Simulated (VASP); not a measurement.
Here is a VASP 6.6.1 calculation.

File INCAR:

```
ALGO = Normal ; EDIFF = 1E-6
ENCUT = 600 ; GGA = CA
GGA_COMPAT = False ; ISIF = 2
ISMEAR = -1 ; LASPH = True
LCHARG = True ; LELF = True
LREAL = False ; LVHAR = True
LWAVE = False ; NBANDS = 29
NELM = 120 ; PREC = Accurate
SIGMA = 0.02
```

KPOINTS

```
k-points
0
Gamma
  6 4 8
```

The input POSCAR:

```
FeS2
1.0
    4.3349667597      0.0000000000      0.0000000000
    0.0000000000      5.2944196261      0.0000000000
    0.0000000000      0.0000000000      3.3197438578
Fe S
2 4
Direct
    0.5000000000      0.5000000000      0.5000000000
    0.0000000000      0.0000000000      0.0000000000
    0.2922334536      0.8739085738      0.5000000000
    0.7077665464      0.1260914262      0.5000000000
    0.2077665464      0.3739085738      0.0000000000
    0.7922334536      0.6260914262      0.0000000000
```

Potentials or basis: VASP PAW LDA potentials, release 64 (Fe, S).

The run is started by

```console
$ cat potpaw_LDA.64/Fe/POTCAR potpaw_LDA.64/S/POTCAR > POTCAR
$ mpirun -np 1 vasp_std > vasp.out
```

Q: Predict the band gap on the k mesh.

A: 0.94 eV (least direct gap 1.30 eV).

Q: Predict the pressure.

A: 0.4 GPa.

Q: Predict the largest force.

A: 0.061 eV/Å.

Stress tensor (GPa, compression positive):
```
0.27 0.00 0.00
0.00 0.47 0.00
0.00 0.00 0.52
```

A k mesh can miss the band edges. Spin polarisation is off, so any magnetic state and its effect on volume and gap are missing.
